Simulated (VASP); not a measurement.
# Nb (P6/mmm) in VASP: notebook

The runs below take Nb through single point, relaxation of cell and atoms, with PBE.

Everything below comes from runs of VASP 6.6.1. Logs are shortened: lines on timing, memory, paths and dates and some standing lists are left out, and cuts for length are marked.

## (1) The cell of the first run

It takes space group P6/mmm (No. 191, hexagonal). Conventional cell: a = 4.885 Å, b = 4.885 Å, c = 2.692 Å, α = 90.00°, β = 90.00°, γ = 120.00°. Nb (site symmetry 6/mmm) has 14 Nb at 2.69 to 3.12 Å within 3.5 Å. Nb (site symmetry -6m2) has 11 Nb at 2.69 to 3.12 Å within 3.5 Å.

## (2) Single point, PBE

INCAR reads:

```
PREC = Accurate
ENCUT = 520
EDIFF = 1E-7
ISMEAR = 0
SIGMA = 0.1
LREAL = F
LASPH = T
NELM = 60
ALGO = Fast
ISIF = 2
LWAVE = F
LCHARG = F
GGA = PE
NBANDS = 26
```

KPOINTS reads:

```
Automatic mesh
0
Gamma
  6 6 6
```

POSCAR reads:

```
Nb
1.0
    4.8847035938      0.0000000000      0.0000000000
   -2.4423517969      4.2302774022      0.0000000000
    0.0000000000      0.0000000000      2.6917938566
Nb
3
Direct
    0.0000000000      0.0000000000      0.0000000000
    0.3333333333      0.6666666667      0.5000000000
    0.6666666667      0.3333333333      0.5000000000
```

Potentials or basis: VASP PAW PBE potentials, release 64 (Nb_sv).

Started as:

```sh
> cat potpaw_PBE.64/Nb_sv/POTCAR > POTCAR
> mpirun -np 1 vasp_std > vasp.out
```

OUTCAR:

```text
PREC = Accurate
   ENCUT = 520
   EDIFF = 1E-7
   ISMEAR = 0
   LREAL = F
   LASPH = T
   NELM = 60
   ISIF = 2
   GGA = PE

 ion  position               nearest neighbor table
   1  0.000  0.000  0.000-
   2  0.333  0.667  0.500-   3 2.82   3 2.82   3 2.82
   3  0.667  0.333  0.500-   2 2.82   2 2.82   2 2.82

  LATTYP: Found a hexagonal cell.
 ALAT       =     4.8847035938
 C/A-ratio  =     0.5510659562

  Lattice vectors:

 A1 = (   4.8847035938,   0.0000000000,   0.0000000000)
 A2 = (  -2.4423517969,   4.2302774022,   0.0000000000)
 A3 = (   0.0000000000,   0.0000000000,   2.6917938566)

Analysis of symmetry for initial positions (statically):
=====================================================================
 Subroutine PRICEL returns:
 Original cell was already a primitive cell.

 Routine SETGRP: Setting up the symmetry group for a
 hexagonal supercell.

 Subroutine GETGRP returns: Found 24 space group operations
 (whereof 24 operations were pure point group operations)
 out of a pool of 24 trial point group operations.

The static configuration has the point symmetry D_6h.

Analysis of symmetry for dynamics (positions and initial velocities):
=====================================================================
 Subroutine PRICEL returns:
 Original cell was already a primitive cell.

 Routine SETGRP: Setting up the symmetry group for a
 hexagonal supercell.

 Subroutine GETGRP returns: Found 24 space group operations
 (whereof 24 operations were pure point group operations)
 out of a pool of 24 trial point group operations.

The dynamic configuration has the point symmetry D_6h.

 Subroutine INISYM returns: Found 24 space group operations
 (whereof 24 operations are pure point group operations),
 and found     1 'primitive' translations

----------------------------------------------------------------------------------------

                                     Primitive cell

  volume of cell :      55.6223

  direct lattice vectors                    reciprocal lattice vectors
[... 81 lines left out ...]
   ISTART =      0    job   : 0-new  1-cont  2-samecut
   ICHARG =      2    charge: 1-file 2-atom 10-const
   ISPIN  =      1    spin polarized calculation?
   LNONCOLLINEAR =      F non collinear calculations
   LSORBIT =      F    spin-orbit coupling
   LASPH  =      T    aspherical Exc in radial PAW
   ENCUT  =  520.0 eV  38.22 Ry    6.18 a.u.   9.08  9.08  5.00*2*pi/ulx,y,z
   NELM   =     60;   NELMIN=  2; NELMDL= -5     # of ELM steps
   EDIFF  = 0.1E-06   stopping-criterion for ELM
   LREAL  =      F    real-space projection
   EDIFFG = 0.1E-05   stopping-criterion for IOM
   NSW    =      0    number of steps for IOM
   IBRION =     -1    ionic relax: 0-MD 1-quasi-New 2-CG
   NFREE  =      0    steps in history (QN), initial steepest desc. (CG)
   ISIF   =      2    stress and relaxation
   ISYM   =      2    0-nonsym 1-usesym 2-fastsym
   POTIM  = 0.5000    time-step for ionic-motion
   TEBEG  =    0.0;   TEEND  =   0.0 temperature during run
   PSTRESS=    0.0 pullay stress
   NELECT =      39.0000    total number of electrons
   NUPDOWN=      -1.0000    fix difference up-down
   EMIN   =  10.00;   EMAX   =-10.00  energy-range for DOS
   EFERMI =   0.00;   METHOD = LEGACY
   ISMEAR =     0;   SIGMA  =   0.10  broadening in eV -4-tet -1-fermi 0-gaus
   EFERMI_NEDOS =   21; number of points for ismear=-14 and -15
   IALGO  =     68    algorithm
   IMIX   =      4    mixing-type and parameters
     AMIX     =   0.40;   BMIX     =  1.00
     AMIX_MAG =   1.60;   BMIX_MAG =  1.00
  volume/ion in A,a.u.               =      18.54       125.12
  Fermi-wavevector in a.u.,A,eV,Ry     =   1.454387  2.748394 28.779621  2.115242
  Thomas-Fermi vector in A             =   2.571544
   LORBIT       =      0    0 simple, 1 ext, 2 COOP (PROOUT), +10 PAW based schemes
   GGA     = PE    functional components
   LHFCALC =     F    Hartree Fock is set to
   AEXX    =    0.0000 exact exchange contribution
   IVDW    =     0    specifies the selected vdW correction
   LEPSILON=     F    determine dielectric tensor
   LRPA    =     F    only Hartree local field effects (RPA)
 non-spin polarized calculation
 RMM-DIIS sequential band-by-band and
 Gauss-broadening in eV      SIGMA  =   0.10
  energy-cutoff  :      520.00
  volume of cell :       55.62
 maximum number of plane-waves:      1514
   NGX = 19   NGY = 19   NGZ = 11

 number of electron      39.0000004 magnetization

 Free energy of the ion-electron system (eV)
  ---------------------------------------------------
  ext. energy  EPLUGINS =         0.00000000
  ---------------------------------------------------
  free energy    TOTEN  =       -29.99067811 eV

  energy without entropy =      -29.95253853  energy(sigma->0) =      -29.97160832

 E-fermi :  10.9144     XC(G=0): -12.3384

 val. band max:       10.9110557708   @ k =   0.0000   0.0000   0.1667
 cond. band min:      10.9171402377   @ k =   0.1667   0.1667   0.0000
 fundamental gap:      0.0060844669
 Fermi energy:        10.9144326666

 k-point     1 :       0.0000    0.0000    0.0000
  band No.  band energies     occupation
      1     -43.6831      2.00000
      2     -43.5115      2.00000
      3     -43.4457      2.00000
      4     -20.0005      2.00000
      5     -20.0005      2.00000
      6     -19.8011      2.00000
[... 685 lines left out ...]
     25      14.5621      0.00000
     26      14.6250      0.00000

 [... further k-points ...]

------------------------ aborting loop because EDIFF is reached ----------------------------------------

  FORCE on cell =-STRESS in cart. coord.  units (eV):
  Direction    XX          YY          ZZ          XY          YZ          ZX
  --------------------------------------------------------------------------------------
  -------------------------------------------------------------------------------------
  Total       -0.1190188     -0.1190188     -0.0903504     -0.0000000      0.0000000      0.0000000
  in kB       -3.4282886     -3.4282886     -2.6025075     -0.0000000      0.0000000      0.0000000
  external PRESSURE =      -3.1530282 kB  Pullay stress =       0.0000000 kB

 VOLUME and BASIS-vectors are now :
 -----------------------------------------------------------------------------
  energy-cutoff  :      520.00
  volume of cell :       55.62
      direct lattice vectors                 reciprocal lattice vectors
     4.884703594  0.000000000  0.000000000     0.204720712  0.118195558  0.000000000
    -2.442351797  4.230277402  0.000000000     0.000000000  0.236391117  0.000000000
     0.000000000  0.000000000  2.691793857     0.000000000  0.000000000  0.371499473

 POSITION                                       TOTAL-FORCE (eV/Angst)
 -----------------------------------------------------------------------------------
      0.00000      0.00000      0.00000        -0.000000      0.000000     -0.000000
     -0.00000      2.82018      1.34590        -0.000000     -0.000000      0.000000
      2.44235      1.41009      1.34590         0.000000      0.000000     -0.000000
 -----------------------------------------------------------------------------------
    total drift:                                0.000000      0.000000     -0.000000

  FREE ENERGIE OF THE ION-ELECTRON SYSTEM (eV)
  ---------------------------------------------------
  free  energy   TOTEN  =       -29.9906781089 eV

  energy  without entropy=      -29.9525385325  energy(sigma->0) =      -29.97160832
```

OSZICAR:

```text
N       E                     dE             d eps       ncg     rms          rms(c)
DAV:   1     0.498380410295E+03    0.49838E+03   -0.21634E+04  1456   0.155E+03
DAV:   2     0.507286219826E+01   -0.49331E+03   -0.48479E+03  1698   0.639E+02
DAV:   3    -0.293636956721E+02   -0.34437E+02   -0.33485E+02  2768   0.124E+02
[... 32 lines left out ...]
RMM:  36    -0.299906776349E+02   -0.16948E-06   -0.19587E-06  1363   0.419E-03    0.197E-03
RMM:  37    -0.299906777860E+02   -0.15114E-06   -0.18265E-06  1321   0.382E-03    0.207E-03
RMM:  38    -0.299906779021E+02   -0.11608E-06   -0.13959E-06  1284   0.346E-03    0.219E-03
RMM:  39    -0.299906780191E+02   -0.11700E-06   -0.12542E-06  1209   0.308E-03    0.235E-03
RMM:  40    -0.299906781089E+02   -0.89814E-07   -0.95751E-07  1188   0.280E-03
   1 F= -.29990678E+02 E0= -.29971608E+02  d E =-.381396E-01
```

Run time: 1.7 min. Hardware: 1 thread of Intel Xeon Platinum 8375C at 2.90GHz (Ice Lake), shared host; peak memory 0.17 GiB.

Results:

| Property | Result |
| --- | --- |
| Free energy | -29.9907 eV |
| Pressure | -0.3 GPa |

Caveat: the k points lie up to 0.39 Å⁻¹ apart.

## (3) Single point, PBE

This run uses another cell than the first one, of 21.21 Å³/atom, 1.144 times its volume.

INCAR reads:

```
SYSTEM = Nb
ALGO = Fast ; EDIFF = 1E-7
ENCUT = 520 ; GGA = PE
ISIF = 2 ; ISMEAR = 0
LASPH = .TRUE. ; LCHARG = .FALSE.
LREAL = .FALSE. ; LWAVE = .FALSE.
NBANDS = 26 ; NELM = 60
PREC = Accurate ; SIGMA = 0.1
```

KPOINTS reads:

```
k-points
0
G
  6 6 6
  0 0 0
```

POSCAR reads:

```
Nb
1.0
    4.9306821359      0.0000000000      0.0000000000
   -2.4653410680      4.2700959877      0.0000000000
    0.0000000000      0.0000000000      3.0227225268
Nb
3
Direct
    0.0000000000      0.0000000000      0.0000000000
    0.3333333333      0.6666666667      0.5000000000
    0.6666666667      0.3333333333      0.5000000000
```

Potentials or basis: VASP PAW PBE potentials, release 64 (Nb_sv).

Started as:

```sh
> cat potpaw_PBE.64/Nb_sv/POTCAR > POTCAR
> mpirun -np 1 vasp_std > vasp.out
```

OUTCAR:

```text
SYSTEM = Nb
   EDIFF = 1E-7
   ENCUT = 520
   GGA = PE
   ISIF = 2
   ISMEAR = 0
   LASPH = .TRUE.
   LREAL = .FALSE.
   NELM = 60
   PREC = Accurate

 ion  position               nearest neighbor table
   1  0.000  0.000  0.000-
   2  0.333  0.667  0.500-   3 2.85   3 2.85   3 2.85
   3  0.667  0.333  0.500-   2 2.85   2 2.85   2 2.85

  LATTYP: Found a hexagonal cell.
 ALAT       =     4.9306821359
 C/A-ratio  =     0.6130434783

  Lattice vectors:

 A1 = (   4.9306821359,   0.0000000000,   0.0000000000)
 A2 = (  -2.4653410680,   4.2700959877,   0.0000000000)
 A3 = (   0.0000000000,   0.0000000000,   3.0227225268)

Analysis of symmetry for initial positions (statically):
=====================================================================
 Subroutine PRICEL returns:
 Original cell was already a primitive cell.

 Routine SETGRP: Setting up the symmetry group for a
 hexagonal supercell.

 Subroutine GETGRP returns: Found 24 space group operations
[... 164 lines left out ...]
  ---------------------------------------------------
  free energy    TOTEN  =       -29.22316083 eV

  energy without entropy =      -29.18528916  energy(sigma->0) =      -29.20422499

 E-fermi :   9.4242     XC(G=0): -11.6688

 val. band max:        9.4223969741   @ k =   0.3333   0.0000   0.3333
 cond. band min:       9.4284704103   @ k =   0.1667   0.0000   0.1667
 fundamental gap:      0.0060734362
 Fermi energy:         9.4241583711

 k-point     1 :       0.0000    0.0000    0.0000
  band No.  band energies     occupation
      1     -45.6088      2.00000
      2     -45.5060      2.00000
      3     -45.3945      2.00000
      4     -21.8395      2.00000
      5     -21.8395      2.00000
      6     -21.6570      2.00000
[... 685 lines left out ...]
     25      12.5248      0.00000
     26      13.6870      0.00000

 [... further k-points ...]

------------------------ aborting loop because EDIFF is reached ----------------------------------------

  FORCE on cell =-STRESS in cart. coord.  units (eV):
  Direction    XX          YY          ZZ          XY          YZ          ZX
  --------------------------------------------------------------------------------------
  -------------------------------------------------------------------------------------
  Total       -4.5398077     -4.5398077    -11.2709778      0.0000000     -0.0000000      0.0000000
  in kB     -114.2891799   -114.2891799   -283.7456750      0.0000000     -0.0000000      0.0000000
  external PRESSURE =    -170.7746783 kB  Pullay stress =       0.0000000 kB

 VOLUME and BASIS-vectors are now :
 -----------------------------------------------------------------------------
  energy-cutoff  :      520.00
  volume of cell :       63.64
      direct lattice vectors                 reciprocal lattice vectors
     4.930682136  0.000000000  0.000000000     0.202811695  0.117093387  0.000000000
    -2.465341068  4.270095988  0.000000000     0.000000000  0.234186773  0.000000000
     0.000000000  0.000000000  3.022722527     0.000000000  0.000000000  0.330827587

 POSITION                                       TOTAL-FORCE (eV/Angst)
 -----------------------------------------------------------------------------------
      0.00000      0.00000      0.00000         0.000000      0.000000     -0.000000
     -0.00000      2.84673      1.51136        -0.000000      0.000000      0.000000
      2.46534      1.42337      1.51136         0.000000      0.000000     -0.000000
 -----------------------------------------------------------------------------------
    total drift:                                0.000000      0.000000      0.000000

  FREE ENERGIE OF THE ION-ELECTRON SYSTEM (eV)
  ---------------------------------------------------
  free  energy   TOTEN  =       -29.2231608271 eV

  energy  without entropy=      -29.1852891568  energy(sigma->0) =      -29.20422499
```

OSZICAR:

```text
N       E                     dE             d eps       ncg     rms          rms(c)
DAV:   1     0.484754397221E+03    0.48475E+03   -0.21581E+04  1456   0.153E+03
DAV:   2     0.410579630925E+01   -0.48065E+03   -0.47350E+03  1706   0.630E+02
DAV:   3    -0.289574947609E+02   -0.33063E+02   -0.32361E+02  2832   0.119E+02
[... 30 lines left out ...]
RMM:  34    -0.292231603474E+02   -0.23520E-06   -0.12367E-06  1679   0.568E-03    0.182E-03
RMM:  35    -0.292231603947E+02   -0.47318E-07   -0.10447E-06  1629   0.511E-03    0.217E-03
RMM:  36    -0.292231605872E+02   -0.19252E-06   -0.75419E-07  1599   0.480E-03    0.141E-03
RMM:  37    -0.292231607324E+02   -0.14520E-06   -0.65440E-07  1540   0.444E-03    0.949E-04
RMM:  38    -0.292231608271E+02   -0.94664E-07   -0.56842E-07  1500   0.400E-03
   1 F= -.29223161E+02 E0= -.29204225E+02  d E =-.378717E-01
```

It took 2.4 min on 1 thread of Intel Xeon Platinum 8375C at 2.90GHz (Ice Lake), shared host; peak memory 0.2 GiB.

What came out:

```
Free energy : -29.2232 eV
Pressure    : -17.1 GPa
```

## (4) Relaxation of cell and atoms, PBE

This run uses another cell than the first one, of 21.21 Å³/atom, 1.144 times its volume.

INCAR reads:

```
SYSTEM = Nb
ALGO     = Normal         ! electronic algorithm
EDIFF    = 1E-6           ! SCF threshold, eV
EDIFFG   = -0.04          ! ionic threshold
ENCUT    = 600            ! plane-wave cutoff, eV
GGA      = PE             ! functional
IBRION   = 2              ! ionic algorithm
ISIF     = 3              ! what is computed and relaxed
ISMEAR   = 0              ! smearing method
LASPH    = .TRUE.         ! aspherical terms in the spheres
LCHARG   = .FALSE.        ! write CHGCAR
LREAL    = .FALSE.        ! projectors in reciprocal space
LWAVE    = .FALSE.        ! write WAVECAR
NELM     = 80             ! most SCF steps
NSW      = 90             ! ionic steps
PREC     = Accurate       ! precision mode
SIGMA    = 0.1            ! smearing width, eV
```

KPOINTS is that of step 3.

POSCAR is that of step 3.

Started as:

```sh
> cat potpaw_PBE.64/Nb_sv/POTCAR > POTCAR
> mpirun -np 1 vasp_std > vasp.out
```

Wall time 5.5 min (1 thread of Intel Xeon Platinum 8375C at 2.90GHz (Ice Lake), shared host); peak memory 0.22 GiB.

It converged, with:

```yaml
Free_energy: -29.9942 eV
Relaxed_volume: 18.50 Å³/atom
Relaxed_cell: a = 4.880 Å, b = 4.880 Å, c = 2.692 Å, α = 90.00°, β = 90.00°, γ = 120.00°
Space_group_after_relaxing_to_0.05_Å: P6/mmm (No. 191)
Energy_gained_by_relaxing: 257.2 meV/atom
Ionic_steps: 10
Pressure_after_relaxing: 0.0 GPa
```

Stress tensor (GPa, compression positive):
```
 0.03  0.00  0.00
 0.00  0.03  0.00
 0.00  0.00 -0.06
```

Step by step:
```tsv
step	energy change (eV)	largest force (eV/Å)	pressure (GPa)	volume (Å³)
1	0.0000	0.0000	-17.05	63.64
2	0.7428	0.0000	53.42	44.80
3	-0.6968	0.0000	1.14	54.90
4	-0.6992	0.0000	2.20	54.56
5	-0.6994	0.0000	2.76	54.39
6	-0.7662	0.0000	1.29	55.17
7	-0.7695	0.0000	1.40	55.03
8	-0.7696	0.0000	1.40	55.05
9	-0.7678	0.0000	-1.82	56.15
10	-0.7716	0.0000	0.00	55.51
```

Final structure:
```xyz
3
Lattice="4.8795 0.0000 0.0000 -2.4398 4.2258 0.0000 0.0000 0.0000 2.6919" Properties=species:S:1:pos:R:3 pbc="T T T"
Nb    0.0000    0.0000    0.0000
Nb    0.0000    2.8172    1.3460
Nb    2.4398    1.4086    1.3460
```

Levels at points of the mesh, in eV from the Fermi level:
| k point | band 17 | band 18 | band 19 | band 20 | band 21 | band 22 |
| --- | --- | --- | --- | --- | --- | --- |
| (0.00, 0.00, 0.00) | -1.13 | -1.12 | -1.12 | -0.90 | 0.69 | 0.69 |
| (0.50, 0.00, 0.00) | -1.71 | -1.48 | -0.94 | -0.79 | 1.54 | 1.98 |
| (0.00, 0.00, 0.50) | -1.88 | -0.75 | 0.04 | 0.04 | 1.18 | 1.18 |
| (0.50, 0.00, 0.50) | -1.07 | -0.94 | -0.54 | 0.89 | 0.90 | 1.72 |

## (5) Overview

| task | cell | cutoff (eV) | gap on the mesh (eV) | pressure (GPa) |
| --- | --- | --- | --- | --- |
| single point | a = 4.885, b = 4.885, c = 2.692 Å, angles 90.0, 90.0, 120.0°, 3 atoms | 520 | none | -0.3 |
| single point | a = 4.931, b = 4.931, c = 3.023 Å, angles 90.0, 90.0, 120.0°, 3 atoms | 520 | none | -17.1 |
| relaxation of cell and atoms | relaxed from a = 4.931, b = 4.931, c = 3.023 Å, angles 90.0, 90.0, 120.0°, 3 atoms | 600 | none | 0.0 |

Alike in all rows: level PBE; potentials or basis VASP PAW PBE potentials, release 64 (Nb_sv); no spin polarisation; k mesh 6 × 6 × 6; smearing gaussian 0.1 eV.

Caveats: some runs use coarse meshes.

Total energies depend on the potentials used, so only differences within one code and one set of settings carry meaning.
